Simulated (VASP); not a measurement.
# CaBr (P-6m2) in VASP: a series of runs

The runs below take CaBr through single point, with PBE, PBE+D3(BJ).

Everything below comes from runs of VASP 6.6.1. Logs are shortened: lines on timing, memory, paths and dates and some standing lists are left out, and cuts for length are marked.

### 1 The cell of the first run

The structure is hexagonal, space group P-6m2 (No. 187). Conventional cell: a = 3.917 Å, b = 3.917 Å, c = 4.341 Å, α = 90.00°, β = 90.00°, γ = 120.00°. Within 4.1 Å of Ca (site symmetry -6m2) lie 6 Br at 3.13 Å and 6 Ca at 3.92 Å. Br (site symmetry -6m2) has 6 Ca at 3.13 Å and 6 Br at 3.92 Å within 4.1 Å.

### 2 Single point, PBE

Input file INCAR:

```
SYSTEM = CaBr
PREC     = Accurate       ! precision mode
ENCUT    = 500            ! plane-wave cutoff, eV
EDIFF    = 1E-6           ! SCF threshold, eV
ISMEAR   = 0              ! smearing method
SIGMA    = 0.1            ! smearing width, eV
LREAL    = .FALSE.        ! projectors in reciprocal space
LASPH    = .TRUE.         ! aspherical terms in the spheres
NELM     = 120            ! most SCF steps
ALGO     = Normal         ! electronic algorithm
ISIF     = 2              ! what is computed and relaxed
LWAVE    = .FALSE.        ! write WAVECAR
LCHARG   = .FALSE.        ! write CHGCAR
GGA      = PE             ! functional
ISYM     = 0            
NBANDS   = 16             ! bands
GGA_COMPAT= .FALSE.
```

Input file KPOINTS:

```
Automatic mesh
0
Gamma
  3 3 2
  0.7 0.84 0.46
```

Input file POSCAR:

```
CaBr
1.0
    3.9170223818      0.0000000000      0.0000000000
   -1.9585111909      3.3922408898      0.0000000000
    0.0000000000      0.0000000000      4.3410340000
Ca Br
1 1
Direct
    0.0000000000      0.0000000000      0.0000000000
    0.3333333333      0.6666666667      0.5000000000
```

Potentials or basis: VASP PAW PBE potentials, release 64 (Ca_sv, Br).

The run is started by

```
> cat potpaw_PBE.64/Ca_sv/POTCAR potpaw_PBE.64/Br/POTCAR > POTCAR
> mpirun -np 1 vasp_std > vasp.out
```

OUTCAR:

```text
SYSTEM = CaBr
   PREC = Accurate
   ENCUT = 500
   EDIFF = 1E-6
   ISMEAR = 0
   LREAL = .FALSE.
   LASPH = .TRUE.
   NELM = 120
   ISIF = 2
   GGA = PE
   ISYM = 0

 ion  position               nearest neighbor table
   1  0.000  0.000  0.000-
   2  0.333  0.667  0.500-

IMPORTANT INFORMATION: All symmetrisations will be switched off!
NOSYMM: (Re-)initialisation of all symmetry stuff for point group C_1.

----------------------------------------------------------------------------------------

                                     Primitive cell

  volume of cell :      57.6814

  direct lattice vectors                    reciprocal lattice vectors
     3.917022382  0.000000000  0.000000000     0.255295963  0.147395193  0.000000000
    -1.958511191  3.392240890  0.000000000     0.000000000  0.294790386  0.000000000
     0.000000000  0.000000000  4.341034000     0.000000000  0.000000000  0.230359864

  length of vectors
     3.917022382  3.917022382  4.341034000     0.294790386  0.294790386  0.230359864

  position of ions in fractional coordinates (direct lattice)
     0.000000000  0.000000000  0.000000000
     0.333333333  0.666666667  0.500000000

  ion indices of the primitive-cell ions
   primitive index   ion index
                 1           1
                 2           2

----------------------------------------------------------------------------------------

 KPOINTS: Automatic mesh

Automatic generation of k-mesh.
 Grid dimensions read from file:
 generate k-points for:    3    3    2

 Generating k-lattice:

  Cartesian coordinates                     Fractional coordinates (reciprocal lattice)
     0.085098654  0.049131731  0.000000000     0.333333333  0.000000000  0.000000000
     0.000000000  0.098263462  0.000000000     0.000000000  0.333333333  0.000000000
     0.000000000  0.000000000  0.115179932     0.000000000  0.000000000  0.500000000

  Length of vectors
     0.098263462  0.098263462  0.115179932

  Shift w.r.t. Gamma in fractional coordinates (k-lattice)
     0.700000000  0.840000000  0.460000000

 Subroutine IBZKPT returns following result:
 ===========================================

 Found    216 irreducible k-points:

 Following reciprocal coordinates:
            Coordinates               Weight
 -0.100000 -0.053333  0.230000      2.000000
  0.053333 -0.153333  0.230000      2.000000
  0.153333 -0.100000  0.230000      2.000000
  0.100000  0.053333  0.230000      2.000000
 -0.053333  0.153333  0.230000      2.000000
 -0.153333  0.100000  0.230000      2.000000
[... 16 lines left out ...]
  0.053333 -0.233333 -0.230000      2.000000
 -0.180000 -0.053333 -0.230000      2.000000
 [... further k-points ...]
   k-points           NKPTS =    216   k-points in BZ     NKDIM =    216   number of bands    NBANDS=     16
   number of dos      NEDOS =    301   number of ions     NIONS =      2
   total plane-waves  NPLWV =  28800
   dimension x,y,z NGX =    30 NGY =   30 NGZ =   32
   dimension x,y,z NGXF=    60 NGYF=   60 NGZF=   64
   ions per type =               1   1
   NGX,Y,Z   is equivalent  to a cutoff of  12.73, 12.73, 12.25 a.u.
   NGXF,Y,Z  is equivalent  to a cutoff of  25.47, 25.47, 24.51 a.u.
 SYSTEM =  CaBr
   PREC   = accura    normal or accurate (medium, high low for compatibility)
   ISTART =      0    job   : 0-new  1-cont  2-samecut
   ICHARG =      2    charge: 1-file 2-atom 10-const
   ISPIN  =      1    spin polarized calculation?
   LNONCOLLINEAR =      F non collinear calculations
   LSORBIT =      F    spin-orbit coupling
   LASPH  =      T    aspherical Exc in radial PAW
   ENCUT  =  500.0 eV  36.75 Ry    6.06 a.u.   7.14  7.14  7.91*2*pi/ulx,y,z
   NELM   =    120;   NELMIN=  2; NELMDL= -5     # of ELM steps
   EDIFF  = 0.1E-05   stopping-criterion for ELM
   LREAL  =      F    real-space projection
   EDIFFG = 0.1E-04   stopping-criterion for IOM
   NSW    =      0    number of steps for IOM
   IBRION =     -1    ionic relax: 0-MD 1-quasi-New 2-CG
   NFREE  =      0    steps in history (QN), initial steepest desc. (CG)
   ISIF   =      2    stress and relaxation
   ISYM   =      0    0-nonsym 1-usesym 2-fastsym
   POTIM  = 0.5000    time-step for ionic-motion
   TEBEG  =    0.0;   TEEND  =   0.0 temperature during run
   PSTRESS=    0.0 pullay stress
   NELECT =      17.0000    total number of electrons
   NUPDOWN=      -1.0000    fix difference up-down
   EMIN   =  10.00;   EMAX   =-10.00  energy-range for DOS
   EFERMI =   0.00;   METHOD = LEGACY
   ISMEAR =     0;   SIGMA  =   0.10  broadening in eV -4-tet -1-fermi 0-gaus
   EFERMI_NEDOS =   21; number of points for ismear=-14 and -15
   IALGO  =     38    algorithm
   IMIX   =      4    mixing-type and parameters
     AMIX     =   0.40;   BMIX     =  1.00
     AMIX_MAG =   1.60;   BMIX_MAG =  1.00
  volume/ion in A,a.u.               =      28.84       194.63
  Fermi-wavevector in a.u.,A,eV,Ry     =   1.089463  2.058787 16.149159  1.186930
  Thomas-Fermi vector in A             =   2.225667
   LORBIT       =      0    0 simple, 1 ext, 2 COOP (PROOUT), +10 PAW based schemes
   GGA     = PE    functional components
   LHFCALC =     F    Hartree Fock is set to
   AEXX    =    0.0000 exact exchange contribution
   IVDW    =     0    specifies the selected vdW correction
   LEPSILON=     F    determine dielectric tensor
   LRPA    =     F    only Hartree local field effects (RPA)
 non-spin polarized calculation
 Gauss-broadening in eV      SIGMA  =   0.10
  energy-cutoff  :      500.00
  volume of cell :       57.68
 maximum number of plane-waves:      1477
 NGX is ok and might be reduce to    30
   NGX = 15   NGY = 15   NGZ = 15

 number of electron      16.9999998 magnetization

 Free energy of the ion-electron system (eV)
  ---------------------------------------------------
  ext. energy  EPLUGINS =         0.00000000
  ---------------------------------------------------
  free energy    TOTEN  =        -5.91014577 eV

  energy without entropy =       -5.88906542  energy(sigma->0) =       -5.89960559

 E-fermi :   4.7173     XC(G=0):  -8.8000

 val. band max:        4.6951770059   @ k =  -0.4867   0.3867   0.2700
 cond. band min:       4.7395794599   @ k =   0.1000   0.3867   0.2300
 fundamental gap:      0.0444024540
 Fermi energy:         4.7173399404

 k-point     1 :      -0.1000   -0.0533    0.2300
  band No.  band energies     occupation
      1     -37.6930      2.00000
      2     -18.7720      2.00000
      3     -18.6764      2.00000
      4     -18.6603      2.00000
      5     -12.7994      2.00000
      6      -1.6247      2.00000
[... 8 lines left out ...]
     15      10.0340      0.00000
     16      11.3948      0.00000

 k-point     2 :       0.0533   -0.1533    0.2300
  band No.  band energies     occupation
      1     -37.6930      2.00000
      2     -18.7720      2.00000
      3     -18.6764      2.00000
      4     -18.6603      2.00000
      5     -12.7994      2.00000
      6      -1.6247      2.00000
[... 8 lines left out ...]
     15      10.0340      0.00000
     16      11.3948      0.00000

 k-point     3 :       0.1533   -0.1000    0.2300
  band No.  band energies     occupation
      1     -37.6930      2.00000
      2     -18.7720      2.00000
      3     -18.6764      2.00000
      4     -18.6603      2.00000
      5     -12.7994      2.00000
      6      -1.6247      2.00000
[... 8 lines left out ...]
     15      10.0340      0.00000
     16      11.3948      0.00000

 k-point     4 :       0.1000    0.0533    0.2300
  band No.  band energies     occupation
      1     -37.6930      2.00000
      2     -18.7720      2.00000
      3     -18.6764      2.00000
      4     -18.6603      2.00000
      5     -12.7994      2.00000
      6      -1.6247      2.00000
[... 8 lines left out ...]
     15      10.0340      0.00000
     16      11.3948      0.00000

 k-point     5 :      -0.0533    0.1533    0.2300
  band No.  band energies     occupation
      1     -37.6930      2.00000
      2     -18.7720      2.00000
      3     -18.6764      2.00000
      4     -18.6603      2.00000
      5     -12.7994      2.00000
      6      -1.6247      2.00000
[... 8 lines left out ...]
     15      10.0340      0.00000
     16      11.3948      0.00000

 k-point     6 :      -0.1533    0.1000    0.2300
  band No.  band energies     occupation
      1     -37.6930      2.00000
      2     -18.7720      2.00000
      3     -18.6764      2.00000
      4     -18.6603      2.00000
      5     -12.7994      2.00000
      6      -1.6247      2.00000
[... 8 lines left out ...]
     15      10.0340      0.00000
     16      11.3948      0.00000
[... 267 lines left out ...]
 k-point    21 :       0.1800    0.0533   -0.2300
  band No.  band energies     occupation
      1     -37.6909      2.00000
      2     -18.7654      2.00000
      3     -18.7024      2.00000
      4     -18.6666      2.00000
      5     -12.7387      2.00000
      6      -1.5378      2.00000
[... 8 lines left out ...]
     15       9.7356      0.00000
     16      11.2172      0.00000

 k-point    22 :       0.2333   -0.1800   -0.2300
  band No.  band energies     occupation
      1     -37.6909      2.00000
      2     -18.7654      2.00000
      3     -18.7024      2.00000
      4     -18.6666      2.00000
      5     -12.7387      2.00000
      6      -1.5378      2.00000
[... 8 lines left out ...]
     15       9.7356      0.00000
     16      11.2172      0.00000

 k-point    23 :       0.0533   -0.2333   -0.2300
  band No.  band energies     occupation
      1     -37.6909      2.00000
      2     -18.7654      2.00000
      3     -18.7024      2.00000
      4     -18.6666      2.00000
      5     -12.7387      2.00000
      6      -1.5378      2.00000
[... 8 lines left out ...]
     15       9.7356      0.00000
     16      11.2172      0.00000

 k-point    24 :      -0.1800   -0.0533   -0.2300
  band No.  band energies     occupation
      1     -37.6909      2.00000
      2     -18.7654      2.00000
      3     -18.7024      2.00000
      4     -18.6666      2.00000
      5     -12.7387      2.00000
      6      -1.5378      2.00000
[... 8 lines left out ...]
     15       9.7356      0.00000
     16      11.2172      0.00000

 [... further k-points ...]
[... 5 lines left out ...]
  --------------------------------------------------------------------------------------
  -------------------------------------------------------------------------------------
  Total        0.2210463      0.2210461      0.8273860     -0.0000005      0.0000001     -0.0000003
  in kB        6.1398508      6.1398456     22.9817350     -0.0000147      0.0000038     -0.0000073
  external PRESSURE =      11.7538105 kB  Pullay stress =       0.0000000 kB

 VOLUME and BASIS-vectors are now :
 -----------------------------------------------------------------------------
  energy-cutoff  :      500.00
  volume of cell :       57.68
      direct lattice vectors                 reciprocal lattice vectors
     3.917022382  0.000000000  0.000000000     0.255295963  0.147395193  0.000000000
    -1.958511191  3.392240890  0.000000000     0.000000000  0.294790386  0.000000000
     0.000000000  0.000000000  4.341034000     0.000000000  0.000000000  0.230359864

 POSITION                                       TOTAL-FORCE (eV/Angst)
 -----------------------------------------------------------------------------------
      0.00000      0.00000      0.00000        -0.000000     -0.000000     -0.000000
     -0.00000      2.26149      2.17052         0.000000      0.000000      0.000000
 -----------------------------------------------------------------------------------
    total drift:                               -0.000000      0.000000     -0.000000

  FREE ENERGIE OF THE ION-ELECTRON SYSTEM (eV)
  ---------------------------------------------------
  free  energy   TOTEN  =        -5.9101457681 eV

  energy  without entropy=       -5.8890654171  energy(sigma->0) =       -5.89960559
```

Run time: 58 s. Hardware: 1 thread of AMD EPYC 9R45 (Zen 5), shared host; peak memory 0.29 GiB.

What came out:

| Quantity | Value |
| --- | --- |
| Free energy | -5.9101 eV |
| Pressure | 1.2 GPa |
| Band gap on the k mesh | zero (an odd number of electrons rules out a gap without spin polarisation) |

Stress tensor (GPa, compression positive):
```
0.61 0.00 0.00
0.00 0.61 0.00
0.00 0.00 2.30
```

Caveat: the k points lie up to 0.72 Å⁻¹ apart, too coarse for converged energies and pressures of a metal; an odd number of electrons without spin polarisation forces a metal; a magnetic or distorted state may lie lower.

(Continued in part 2 of 2.)
